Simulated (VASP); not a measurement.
Set up this calculation in VASP 6.6.1, as the native input.

```
Task                   : single point
Functional             : r2SCAN
Potentials or basis    : VASP PAW PBE potentials, release 64 (Al, N)
Cutoff                 : 520 eV
k mesh                 : 12 × 12 × 6
Occupations            : gaussian, width 0.05 eV
Spin                   : no spin polarisation
Dipole correction      : no
Further INCAR settings : ALGO = Normal; EDIFF = 1e-06; NBANDS = 16
```

AlN:

```
Al N
1.0
     3.10418   -0.02481    0.02988
    -1.57358    2.72079   -0.00876
     0.04782    0.01142    5.02561
Al N
2 2
Direct
  0.36409 0.66398 0.98578
  0.68979 0.33965 0.50195
  0.32628 0.66543 0.41327
  0.61984 0.33095 0.86900
```

This cell differs from its parent crystal: atoms moved at random and the cell strained at random.

These files were run (other wordings do the same):

POSCAR

```
AlN
1.0
    3.1041845283     -0.0248124082      0.0298847953
   -1.5735804400      2.7207912357     -0.0087609448
    0.0478194818      0.0114212729      5.0256071968
Al N
2 2
Direct
    0.3640855701      0.6639774920     -0.0142188378
    0.6897930255      0.3396451719      0.5019518015
    0.3262765779      0.6654299239      0.4132688771
    0.6198448265      0.3309474123      0.8689981592
```

INCAR.step1

```
PREC     = Accurate       # precision mode
ENCUT    = 520            # plane-wave cutoff, eV
ISMEAR   = 0              # smearing method
SIGMA    = 0.05           # smearing width, eV
LREAL    = False          # projectors in reciprocal space
LASPH    = True           # aspherical terms in the spheres
NELM     = 60             # most SCF steps
NBANDS   = 16             # bands
GGA      = PE             # functional
ALGO     = Normal         # electronic algorithm
EDIFF    = 1E-4           # SCF threshold, eV
LWAVE    = True           # write WAVECAR
LCHARG   = False          # write CHGCAR
```

INCAR.step2

```
PREC     = Accurate       # precision mode
ENCUT    = 520            # plane-wave cutoff, eV
EDIFF    = 1E-6           # SCF threshold, eV
ISMEAR   = 0              # smearing method
SIGMA    = 0.05           # smearing width, eV
LREAL    = False          # projectors in reciprocal space
LASPH    = True           # aspherical terms in the spheres
NELM     = 60             # most SCF steps
ALGO     = Normal         # electronic algorithm
ISIF     = 2              # what is computed and relaxed
LWAVE    = False          # write WAVECAR
LCHARG   = True           # write CHGCAR
METAGGA  = R2SCAN         # meta-GGA
LMIXTAU  = True         
LELF     = True           # ELF
LVHAR    = True         
NBANDS   = 16             # bands
ISTART   = 1
```

KPOINTS

```
regular mesh
0
Gamma
  12 12 6
```

Potentials or basis: VASP PAW PBE potentials, release 64 (Al, N).

Launch:

```console
$ cat potpaw_PBE.64/Al/POTCAR potpaw_PBE.64/N/POTCAR > POTCAR
$ cp INCAR.step1 INCAR
$ mpirun -np 1 vasp_std > vasp.out
$ cp INCAR.step2 INCAR
$ mpirun -np 1 vasp_std > vasp.out
```

Results of the run:

The pressure is 4.7 GPa and the largest force is 4.652 eV/Å. The band gap on the k mesh is 4.29 eV.

Caveat: the cell differs from its parent crystal (atoms moved at random and the cell strained at random); the stress differs along the axes, from -2 to 13 GPa; the PAW data sets were made with another functional, which shifts forces and pressure a little.

Run time: 20 min on 1 thread of Oxide Virtual Turin-like Processor, with other jobs on the host, peak memory 0.32 GiB.
